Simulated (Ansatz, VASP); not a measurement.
Ir: VASP beside Ansatz

```
CELL_PARAMETERS angstrom
4.87740 0.00000 0.00000
0.00000 4.87740 0.00000
0.00000 0.00000 4.87740
ATOMIC_POSITIONS crystal
Ir 0.50000 0.50000 0.50000
Ir 0.00000 0.00000 0.00000
Ir 0.25000 0.00000 0.50000
Ir 0.50000 0.25000 0.00000
Ir 0.50000 0.75000 0.00000
Ir 0.75000 0.00000 0.50000
Ir 0.00000 0.50000 0.75000
Ir 0.00000 0.50000 0.25000
```

Alike in both runs: task single point; functional PBEsol; k mesh 4 × 4 × 4; occupations gaussian, width 0.1 eV; no spin polarisation.

```csv
,VASP,Ansatz
version,VASP 6.6.1,Ansatz 0.2.0
potentials or method,"VASP PAW PBE potentials, release 64 (Ir), cutoff 520 eV","scalar-relativistic, plane waves, PAW"
valence electrons in the cell,72,136
```

```tsv
	VASP	Ansatz	Ansatz less VASP
gap on the k mesh at the Fermi level (eV)	none	none	-
pressure (GPa)	4.1	3.1	-0.97
```

VASP's potentials were made for PBE, not for PBEsol. A gap of «none» marks a metal or a gap that the smearing closes. VASP's potentials hold 72 valence electrons a cell and Ansatz's 136, so a difference there can come from the potentials and not from the codes.

Neither program's run includes spin-orbit coupling.
